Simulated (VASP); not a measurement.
LiF, 2 atoms in the cell. It takes space group I4/mmm (No. 139, tetragonal). Conventional cell: a = 2.620 Å, b = 2.620 Å, c = 4.350 Å, α = 90.00°, β = 90.00°, γ = 90.00°. Within 2.5 Å of Li (site symmetry 4/mmm) lie 6 F at 1.85 to 2.18 Å. F (site symmetry 4/mmm) has 6 Li at 1.85 to 2.18 Å within 2.5 Å.  This cell differs from its parent crystal: strain -0.080 along x and y, +0.080 along z.

- Program: VASP 6.6.1
- Task: single point
- Functional: r2SCAN
- Potentials or basis: VASP PAW PBE potentials, release 64 (Li_sv, F)
- Cutoff: 520 eV
- k mesh: 10 × 10 × 10
- Occupations: gaussian, width 0.05 eV
- Spin: no spin polarisation
- Dipole correction: no
- Further INCAR settings: ALGO = Normal; EDIFF = 1e-06; NBANDS = 12

Potentials or basis: VASP PAW PBE potentials, release 64 (Li_sv, F).

Run with:

```sh
$ cat potpaw_PBE.64/Li_sv/POTCAR potpaw_PBE.64/F/POTCAR > POTCAR
$ cp INCAR.step1 INCAR
$ mpirun -np 1 vasp_std > vasp.out
$ cp INCAR.step2 INCAR
$ mpirun -np 1 vasp_std > vasp.out
```

Hardware: 1 thread of Intel(R) Xeon(R) Platinum 8259CL CPU @ 2.50GHz (Skylake/Cascade Lake), with other jobs on the host.

Q: Estimate the wall time of this run.

A: Run time: 51 s on 1 thread of Intel(R) Xeon(R) Platinum 8259CL CPU @ 2.50GHz (Skylake/Cascade Lake) (shared host), peak memory 0.14 GiB. Counts: k points 102.
